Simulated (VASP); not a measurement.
# AlRu (P4/mmm) in VASP: notebook, part 2 of 2

VASP 6.6.1.

### Step 5. Single point, PBE (strain +0.0300 x Voigt [0, 1, 0, 0, 0, 0])

Input file INCAR:

```
ALGO = Fast
EDIFF = 1E-6
ENCUT = 520
GGA = PE
ISIF = 2
ISMEAR = 0
LASPH = True
LCHARG = False
LREAL = False
LWAVE = False
NBANDS = 16
NELM = 80
PREC = Accurate
SIGMA = 0.15
```

Input file KPOINTS:

```
k-points
0
Gamma
  20 20 20
```

Input file POSCAR:

```
AlRu
1.0
    3.0040847246      0.0000000000      0.0000000000
    0.0000000000      3.0942072663      0.0000000000
    0.0000000000      0.0000000000      3.0040847246
Al Ru
1 1
Direct
    0.0000000000      0.0000000000      0.0000000000
    0.5000000000      0.5000000000      0.5000000000
```

Potentials or basis: VASP PAW PBE potentials, release 64 (Al, Ru_pv).

Command:

```bash
$ cat potpaw_PBE.64/Al/POTCAR potpaw_PBE.64/Ru_pv/POTCAR > POTCAR
$ mpirun -np 1 vasp_std > vasp.out
```

OUTCAR:

```text
EDIFF = 1E-6
   ENCUT = 520
   GGA = PE
   ISIF = 2
   ISMEAR = 0
   LASPH = True
   LREAL = False
   NELM = 80
   PREC = Accurate

 ion  position               nearest neighbor table
   1  0.000  0.000  0.000-   2 2.63   2 2.63   2 2.63   2 2.63   2 2.63   2 2.63   2 2.63   2 2.63

   2  0.500  0.500  0.500-   1 2.63   1 2.63   1 2.63   1 2.63   1 2.63   1 2.63   1 2.63   1 2.63

  LATTYP: Found a simple tetragonal cell.
 ALAT       =     3.0040847246
 C/A-ratio  =     1.0300000000

  Lattice vectors:

 A1 = (  -3.0040847246,   0.0000000000,   0.0000000000)
 A2 = (   0.0000000000,   0.0000000000,   3.0040847246)
 A3 = (   0.0000000000,   3.0942072663,   0.0000000000)

Analysis of symmetry for initial positions (statically):
=====================================================================
 Subroutine PRICEL returns:
 Original cell was already a primitive cell.

 Routine SETGRP: Setting up the symmetry group for a
 simple tetragonal supercell.

 Subroutine GETGRP returns: Found 16 space group operations
[... 160 lines left out ...]
  ---------------------------------------------------
  ext. energy  EPLUGINS =         0.00000000
  ---------------------------------------------------
  free energy    TOTEN  =       -14.24517687 eV

  energy without entropy =      -14.22542844  energy(sigma->0) =      -14.23530265

 E-fermi :  10.1365     XC(G=0): -12.3523

 val. band max:       10.1356140798   @ k =   0.1000   0.0000   0.0500
 cond. band min:      10.1369482555   @ k =   0.5000   0.1000   0.1000
 fundamental gap:      0.0013341757
 Fermi energy:        10.1364757671

 k-point     1 :       0.0000    0.0000    0.0000
  band No.  band energies     occupation
      1     -31.6422      2.00000
      2     -31.6115      2.00000
      3     -31.6115      2.00000
      4       0.7032      2.00000
      5       6.7813      2.00000
      6       6.7954      2.00000
[... 433 lines left out ...]
      3     -31.6099      2.00000
      4       0.9281      2.00000
      5       6.8349      2.00000
      6       6.8699      2.00000
[... 8 lines left out ...]
     15      22.2644      0.00000
     16      25.1179      0.00000

 [... further k-points ...]
[... 5 lines left out ...]
  --------------------------------------------------------------------------------------
  -------------------------------------------------------------------------------------
  Total       -0.7217663     -1.4971319     -0.7217663      0.0000000      0.0000000      0.0000000
  in kB      -41.4126884    -85.9007364    -41.4126884      0.0000000      0.0000000      0.0000000
  external PRESSURE =     -56.2420377 kB  Pullay stress =       0.0000000 kB

 VOLUME and BASIS-vectors are now :
 -----------------------------------------------------------------------------
  energy-cutoff  :      520.00
  volume of cell :       27.92
      direct lattice vectors                 reciprocal lattice vectors
     3.004084725  0.000000000  0.000000000     0.332880092  0.000000000  0.000000000
     0.000000000  3.094207266  0.000000000     0.000000000  0.323184556  0.000000000
     0.000000000  0.000000000  3.004084725     0.000000000  0.000000000  0.332880092

 POSITION                                       TOTAL-FORCE (eV/Angst)
 -----------------------------------------------------------------------------------
      0.00000      0.00000      0.00000         0.000000      0.000000      0.000000
      1.50204      1.54710      1.50204         0.000000      0.000000      0.000000
 -----------------------------------------------------------------------------------
    total drift:                                0.000000     -0.000000     -0.000000

  FREE ENERGIE OF THE ION-ELECTRON SYSTEM (eV)
  ---------------------------------------------------
  free  energy   TOTEN  =       -14.2451768713 eV

  energy  without entropy=      -14.2254284362  energy(sigma->0) =      -14.23530265
```

stdout:

```text
POSCAR found type information on POSCAR AlRu
 POSCAR found :  2 types and       2 ions
 scaLAPACK will be used
 LDA part: xc-table for (Slater+PW92), standard interpolation
 POSCAR, INCAR and KPOINTS ok, starting setup
 FFT: planning ... GRIDC
 FFT: planning ... GRID_SOFT
 FFT: planning ... GRID
 WAVECAR not read
 entering main loop
```

Wall time 66 s (1 thread of Intel Xeon 6975P-C (Granite Rapids), shared host); peak memory 0.4 GiB.

What came out:

| Item | Value |
| --- | --- |
| Free energy | -14.2452 eV |
| Pressure | -5.6 GPa |
| Band gap on the k mesh | zero (an odd number of electrons rules out a gap without spin polarisation) |

Levels at points of the mesh, in eV from the Fermi level:
| k point | band 5 | band 6 | band 7 | band 8 | band 9 | band 10 | band 11 | band 12 | band 13 | band 14 |
| --- | --- | --- | --- | --- | --- | --- | --- | --- | --- | --- |
| (0.00, 0.00, 0.00) | -3.36 | -3.34 | 0.11 | 0.11 | 0.28 | 5.30 | 6.17 | 6.17 | 10.67 | 10.73 |
| (0.50, 0.00, 0.00) | -5.31 | -2.56 | -1.74 | -1.41 | 0.36 | 2.30 | 7.44 | 10.32 | 11.07 | 11.93 |
| (0.00, 0.50, 0.00) | -5.62 | -2.67 | -1.40 | -1.40 | 0.48 | 1.82 | 7.49 | 11.06 | 11.06 | 12.26 |
| (0.50, 0.50, 0.00) | -2.93 | -1.49 | -1.29 | -1.05 | -0.96 | 1.36 | 4.93 | 5.75 | 10.48 | 14.32 |
| (0.50, 0.00, 0.50) | -2.82 | -1.26 | -1.26 | -1.23 | -1.23 | 1.55 | 5.30 | 5.92 | 9.84 | 13.92 |
| (0.50, 0.50, 0.50) | -4.39 | -4.39 | 1.41 | 1.62 | 2.32 | 3.93 | 4.10 | 4.10 | 8.00 | 8.00 |

Caveat: the cell differs from its parent crystal (strain +0.0300 x Voigt [0, 1, 0, 0, 0, 0]); the cell stands under tension.

### Step 6. The runs side by side

| cell | gap on the mesh (eV) | pressure (GPa) |
| --- | --- | --- |
| a = 3.004, b = 2.914 Å, 2 atoms | none | 6.7 |
| a = 3.004, b = 2.959 Å, 2 atoms | none | 3.2 |
| a = 3.004, b = 3.049 Å, 2 atoms | none | -3.0 |
| a = 3.004, b = 3.094 Å, 2 atoms | none | -5.6 |

Alike in all rows: task single point; level PBE; potentials or basis VASP PAW PBE potentials, release 64 (Al, Ru_pv); no spin polarisation; k mesh 20 × 20 × 20; cutoff (eV) 520; smearing gaussian 0.15 eV.

Caveats: the stress differs along the axes, from 5 to 10 GPa (at least some runs); the cell stands under pressure (at least some runs); the cell stands under tension (at least some runs).

Absolute energies hang on the potentials; compare differences alone.
